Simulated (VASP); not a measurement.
Crystal: Lu2Si2O.

```xyz
5
Lattice="3.0420 0.0000 0.0000 0.0000 3.0420 0.0000 0.0000 0.0000 9.0818" Properties=species:S:1:pos:R:3 pbc="T T T"
Lu    1.5210    1.5210    1.5458
Lu    1.5210    1.5210    7.5360
Si    0.0000    0.0000    3.3908
Si    0.0000    0.0000    5.6910
O     0.0000    0.0000    0.0000
```

The cell was generated, and may not be a known phase.

- Program: VASP 6.6.1
- Task: relaxation of cell and atoms
- Functional: PBE
- Potentials or basis: VASP PAW PBE potentials, release 64 (Lu, Si, O)
- Cutoff: 600 eV
- k mesh: 6 × 6 × 2
- Occupations: gaussian, width 0.1 eV
- Spin: no spin polarisation

At the start: pressure 0.2 GPa; volume 16.81 Å³/atom.

Q: How do energy, volume and symmetry change on relaxing?

A: Over 11 steps the energy falls by 9.2 meV/atom and the volume is 16.60 Å³/atom (-1.2 %); space group P4/mmm (No. 123, to 0.1 Å) before and after.

Step by step:
| step | energy change (eV) | largest force (eV/Å) | pressure (GPa) | volume (Å³) |
| --- | --- | --- | --- | --- |
| 1 | 0.0000 | 0.2929 | 0.20 | 84.04 |
| 2 | -0.0273 | 0.1735 | -0.71 | 84.29 |
| 3 | -0.0297 | 0.2797 | -1.75 | 84.63 |
| 4 | -0.0358 | 0.1516 | -1.41 | 84.47 |
| 5 | -0.0433 | 0.1996 | 0.42 | 82.53 |
| 6 | -0.0442 | 0.1841 | 0.09 | 83.01 |
| 7 | -0.0442 | 0.1816 | -0.07 | 83.10 |
| 8 | -0.0442 | 0.1826 | -0.07 | 83.07 |
| 9 | -0.0459 | 0.0494 | -0.09 | 82.96 |
| 10 | -0.0459 | 0.0439 | 0.04 | 82.97 |
| 11 | -0.0461 | 0.0124 | -0.06 | 83.00 |

Final structure:
```xyz
5
Lattice="2.9853 0.0000 0.0000 0.0000 2.9853 0.0000 0.0000 0.0000 9.3132" Properties=species:S:1:pos:R:3 pbc="T T T"
Lu    1.4926    1.4926    1.5522
Lu    1.4926    1.4926    7.7610
Si    0.0000    0.0000    3.4719
Si    0.0000    0.0000    5.8413
O     2.9853    0.0000    9.3132
```
